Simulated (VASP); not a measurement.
Here is a VASP 6.6.1 calculation.

POSCAR

```
Mo
1.0
    2.6944777412      0.0000000000      0.0000000000
   -1.3472388706      2.3334861739      0.0000000000
    0.0000000000      0.0000000000      2.6318361210
Mo
1
Direct
    0.0000000000      0.0000000000      0.5000000000
```

File INCAR.step1:

```
  PREC = Accurate
  ENCUT = 520
  ISMEAR = 0
  SIGMA = 0.15
  LREAL = False
  LASPH = True
  NELM = 100
  NBANDS = 13
  GGA = PE
  ALGO = Normal
  EDIFF = 1E-4
  LWAVE = True
  LCHARG = False
```

INCAR.step2

```
  PREC = Accurate
  ENCUT = 520
  EDIFF = 1E-7
  ISMEAR = 0
  SIGMA = 0.15
  LREAL = False
  LASPH = True
  NELM = 100
  ALGO = Normal
  ISIF = 2
  LWAVE = False
  LCHARG = False
  METAGGA = R2SCAN
  LMIXTAU = True
  NBANDS = 13
  ISTART = 1
```

KPOINTS

```
regular mesh
0
Gamma
  18 18 18
```

Potentials or basis: VASP PAW PBE potentials, release 64 (Mo_sv).

Command:

```sh
$ cat potpaw_PBE.64/Mo_sv/POTCAR > POTCAR
$ cp INCAR.step1 INCAR
$ mpirun -np 1 vasp_std > vasp.out
$ cp INCAR.step2 INCAR
$ mpirun -np 1 vasp_std > vasp.out
```

What does it give for the pressure?

2.6 GPa.

What does it give for the band gap on the k mesh?

Zero (bands 7 and 8 overlap by 1.93 eV).

Stress tensor (GPa, compression positive):
```
  9.86   0.00   0.00
  0.00   9.86   0.00
  0.00   0.00 -11.78
```

Caveat: the cell differs from its parent crystal (strain -0.015 along x and y, +0.030 along z); the PAW data sets were made with another functional, which shifts forces and pressure a little.
